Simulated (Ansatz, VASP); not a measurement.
## One calculation of Nb, two programs

File INCAR:

```
SYSTEM = Nb
PREC = Accurate
ENCUT = 600
EDIFF = 1E-6
ISMEAR = 0
SIGMA = 0.1
LREAL = .FALSE.
LASPH = .TRUE.
NELM = 100
ALGO = Normal
ISIF = 3
LWAVE = .FALSE.
LCHARG = .FALSE.
GGA = PS
IBRION = 2
NSW = 90
EDIFFG = -0.04
```

File KPOINTS:

```
regular mesh
0
G
  6 4 2
  0 0 0
```

Contents of POSCAR:

```
Nb
1.0
    2.7811420000      0.0000000000      0.0000000000
    0.1609350000      4.6692300000      0.0000000000
    0.7593710000      1.8977590000      9.7409520000
Nb
7
Direct
    0.6474970000      0.2177850000      0.5712490000
    0.3525030000      0.7822150000      0.4287510000
    0.9392370000      0.6504380000      0.7136010000
    0.0607630000      0.3495620000      0.2863990000
    0.2232090000      0.0776300000      0.8566690000
    0.7767910000      0.9223700000      0.1433310000
    0.5000000000      0.5000000000      0.0000000000
```

Input for Ansatz:

```yaml
crystal:
  lattice:
    - [2.781142, 0.0, 0.0]
    - [0.160935, 4.66923, 0.0]
    - [0.759371, 1.897759, 9.740952]
  atoms:
    - { symbol: Nb, position: [0.647497, 0.217785, 0.571249] }
    - { symbol: Nb, position: [0.352503, 0.782215, 0.428751] }
    - { symbol: Nb, position: [0.939237, 0.650438, 0.713601] }
    - { symbol: Nb, position: [0.060763, 0.349562, 0.286399] }
    - { symbol: Nb, position: [0.223209, 0.07763, 0.856669] }
    - { symbol: Nb, position: [0.776791, 0.92237, 0.143331] }
    - { symbol: Nb, position: [0.5, 0.5, 0.0] }
basis:
  ecutwfc: 420
kpoints:
  mp_grid: { grid: [6, 4, 2] }
hamiltonian:
  xc: pbesol
scf:
  occupations: { method: gaussian, width: 0.1 }
  lower_state_search: "off"
output:
  forces: true
  stress: true
  eigenvalues: true
relax:
  adjacent_minimum: "off"
  f_tol: 0.04
  max_steps: 70
  cell: { stress_tol: 0.4 }
```

Alike in both runs: task relaxation of cell and atoms; functional PBEsol; k mesh 6 × 4 × 2; occupations gaussian, width 0.1 eV; no spin polarisation.

|  | VASP | Ansatz |
| --- | --- | --- |
| version | VASP 6.6.1 | Ansatz 0.2.0 |
| potentials or method | VASP PAW PBE potentials, release 64 (Nb_sv), cutoff 600 eV | scalar-relativistic, plane waves, PAW |
| valence electrons in the cell | 91 | 91 |

```csv
,VASP,Ansatz,Ansatz less VASP
"gap on the k mesh at the Fermi level, each at its own relaxed structure (eV)",none,none,-
relaxed volume (Å³/atom),17.49,17.52,+0.027
relaxed cell length with the largest relative difference (Å),9.793,9.810,+0.0168
```

VASP's potentials were made for PBE, not for PBEsol. A gap of «none» marks a metal or a gap that the smearing closes.

The k mesh is coarse, so the values compare programs but aren't converged.
